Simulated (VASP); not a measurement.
# TiC (Fm-3m) in VASP: a series of runs, part 2 of 2

VASP 6.6.1. Earlier steps stand in the parts before.

## 3. Relaxation of cell and atoms, PBE

Contents of INCAR:

```
  ALGO = Normal
  EDIFF = 1E-6
  EDIFFG = -0.01
  ENCUT = 600
  GGA = PE
  IBRION = 2
  ISIF = 3
  ISMEAR = 0
  LASPH = T
  LCHARG = F
  LREAL = F
  LWAVE = F
  NELM = 80
  NSW = 100
  PREC = Accurate
  SIGMA = 0.1
```

Contents of KPOINTS:

```
k-points
0
Gamma
  22 22 22
```

Contents of POSCAR:

```
TiC
1.0
    0.0000000000      2.1657187900      2.1657187900
    2.1657187900      0.0000000000      2.1657187900
    2.1657187900      2.1657187900      0.0000000000
Ti C
1 1
Direct
    0.0000000000      0.0000000000      0.0000000000
    0.5000000000      0.5000000000      0.5000000000
```

Potentials or basis: VASP PAW PBE potentials, release 64 (Ti_sv, C).

Run with:

```
cat potpaw_PBE.64/Ti_sv/POTCAR potpaw_PBE.64/C/POTCAR > POTCAR
mpirun -np 1 vasp_std > vasp.out
```

OUTCAR:

```text
EDIFF = 1E-6
   EDIFFG = -0.01
   ENCUT = 600
   GGA = PE
   IBRION = 2
   ISIF = 3
   ISMEAR = 0
   LASPH = T
   LREAL = F
   NELM = 80
   NSW = 100
   PREC = Accurate

 ion  position               nearest neighbor table
   1  0.000  0.000  0.000-   2 2.17   2 2.17   2 2.17   2 2.17   2 2.17   2 2.17
   2  0.500  0.500  0.500-   1 2.17   1 2.17   1 2.17   1 2.17   1 2.17   1 2.17

  LATTYP: Found a face centered cubic cell.
 ALAT       =     4.3314375800

  Lattice vectors:

 A1 = (   0.0000000000,   2.1657187900,   2.1657187900)
 A2 = (   2.1657187900,   0.0000000000,   2.1657187900)
 A3 = (   2.1657187900,   2.1657187900,   0.0000000000)

Analysis of symmetry for initial positions (statically):
=====================================================================
 Subroutine PRICEL returns:
 Original cell was already a primitive cell.

 Routine SETGRP: Setting up the symmetry group for a
 face centered cubic supercell.

 Subroutine GETGRP returns: Found 48 space group operations
 (whereof 48 operations were pure point group operations)
 out of a pool of 48 trial point group operations.

The static configuration has the point symmetry O_h .

Analysis of symmetry for dynamics (positions and initial velocities):
=====================================================================
 Subroutine PRICEL returns:
 Original cell was already a primitive cell.

 Routine SETGRP: Setting up the symmetry group for a
 face centered cubic supercell.

 Subroutine GETGRP returns: Found 48 space group operations
 (whereof 48 operations were pure point group operations)
 out of a pool of 48 trial point group operations.

The dynamic configuration has the point symmetry O_h .

 Subroutine INISYM returns: Found 48 space group operations
 (whereof 48 operations are pure point group operations),
 and found     1 'primitive' translations

----------------------------------------------------------------------------------------

                                     Primitive cell

[... 128 lines left out ...]

--------------------------------------- Ionic step        1  -------------------------------------------

 number of electron      16.0000000 magnetization

 Free energy of the ion-electron system (eV)
  ---------------------------------------------------
  ext. energy  EPLUGINS =         0.00000000
  ---------------------------------------------------
  free energy    TOTEN  =       -18.71069738 eV

  energy without entropy =      -18.70934003  energy(sigma->0) =      -18.71001870

------------------------ aborting loop because EDIFF is reached ----------------------------------------

  FORCE on cell =-STRESS in cart. coord.  units (eV):
  Direction    XX          YY          ZZ          XY          YZ          ZX
  --------------------------------------------------------------------------------------
  -------------------------------------------------------------------------------------
  Total        0.0445843      0.0445843      0.0445843      0.0000000     -0.0000000      0.0000000
  in kB        3.5160631      3.5160631      3.5160631      0.0000000     -0.0000000      0.0000000
  external PRESSURE =       3.5160631 kB  Pullay stress =       0.0000000 kB
[... 59 lines left out ...]
--------------------------------------- Ionic step        3  -------------------------------------------

 number of electron      16.0000000 magnetization

 Free energy of the ion-electron system (eV)
  ---------------------------------------------------
  ext. energy  EPLUGINS =         0.00000000
  ---------------------------------------------------
  free energy    TOTEN  =       -18.71073090 eV

  energy without entropy =      -18.70937044  energy(sigma->0) =      -18.71005067

 E-fermi :   9.3894     XC(G=0): -12.6901

 val. band max:        9.3734223898   @ k =   0.4545   0.4091   0.0000
 cond. band min:       9.3986107955   @ k =   0.3636   0.3182   0.0455
 fundamental gap:      0.0251884056
 Fermi energy:         9.3894323731

 k-point     1 :       0.0000    0.0000    0.0000
  band No.  band energies     occupation
      1     -47.1984      2.00000
      2     -23.2239      2.00000
      3     -23.2239      2.00000
      4     -23.2239      2.00000
      5      -2.9940      2.00000
      6      10.0878      0.00000
      7      10.0878      0.00000
      8      10.0878      0.00000
      9      11.0707      0.00000
     10      11.0707      0.00000
     11      11.0707      0.00000
     12      11.1044      0.00000
[... 331 lines left out ...]
 k-point    24 :      -0.4545    0.0455    0.0000
  band No.  band energies     occupation
      1     -47.1261      2.00000
      2     -23.7089      2.00000
      3     -23.2794      2.00000
      4     -23.2716      2.00000
      5       0.3943      2.00000
      6       3.6901      2.00000
      7       6.5303      2.00000
      8       6.5357      2.00000
      9      12.2440      0.00000
     10      12.2840      0.00000
     11      13.4235      0.00000
     12      17.1626      0.00000

 [... further k-points ...]
[... 5 lines left out ...]
  --------------------------------------------------------------------------------------
  -------------------------------------------------------------------------------------
  Total       -0.0045963     -0.0045963     -0.0045963      0.0000000      0.0000000     -0.0000000
  in kB       -0.3619495     -0.3619495     -0.3619495      0.0000000      0.0000000     -0.0000000
  external PRESSURE =      -0.3619495 kB  Pullay stress =       0.0000000 kB
[... 17 lines left out ...]
  FREE ENERGIE OF THE ION-ELECTRON SYSTEM (eV)
  ---------------------------------------------------
  free  energy   TOTEN  =       -18.7107308987 eV

  energy  without entropy=      -18.7093704391  energy(sigma->0) =      -18.71005067

 reached required accuracy - stopping structural energy minimisation
```

OSZICAR:

```text
N       E                     dE             d eps       ncg     rms          rms(c)
DAV:   1     0.128544572304E+03    0.12854E+03   -0.92545E+03  7880   0.177E+03
DAV:   2    -0.134544008082E+02   -0.14200E+03   -0.13557E+03  8176   0.405E+02
[... 25 lines left out ...]
DAV:   1    -0.187112769652E+02   -0.59521E-03   -0.12279E-02  8008   0.181E+00    0.230E-01
DAV:   2    -0.187108278106E+02    0.44915E-03   -0.27549E-03  8892   0.816E-01    0.718E-02
DAV:   3    -0.187107166370E+02    0.11117E-03   -0.43727E-04  9012   0.236E-01    0.282E-02
DAV:   4    -0.187107163399E+02    0.29707E-06   -0.13631E-04  8340   0.123E-01    0.148E-02
DAV:   5    -0.187107271096E+02   -0.10770E-04   -0.13826E-05  9532   0.385E-02    0.455E-03
DAV:   6    -0.187107300506E+02   -0.29411E-05   -0.66753E-06  9000   0.140E-02    0.452E-03
DAV:   7    -0.187107308987E+02   -0.84804E-06   -0.66128E-07  4676   0.906E-03
   3 F= -.18710731E+02 E0= -.18710051E+02  d E =-.335194E-04
```

Run time: 82 s. Hardware: 1 thread of Intel Xeon Platinum 8488C (Sapphire Rapids), shared host; peak memory 0.24 GiB.

Results:

| Item | Value |
| --- | --- |
| Free energy | -18.7107 eV |
| Relaxed volume | 10.17 Å³/atom |
| Relaxed cell | a = 3.064 Å, b = 3.064 Å, c = 3.064 Å, α = 60.00°, β = 60.00°, γ = 60.00° |
| Space group after relaxing (to 0.1 Å) | Fm-3m (No. 225) |
| Energy gained by relaxing | 0.0 meV/atom |
| Ionic steps | 3 |
| Pressure after relaxing | 0.0 GPa |
| Band gap on the k mesh | zero (bands 8 and 9 overlap by 1.10 eV) |

Final structure:
```
Ti C
1.0
     0.00000    2.16677    2.16677
     2.16677    0.00000    2.16677
     2.16677    2.16677    0.00000
Ti C
1 1
Direct
  0.00000 0.00000 0.00000
  0.50000 0.50000 0.50000
```

The gap in the log of VASP goes by the Fermi energy; the results here count the filled bands.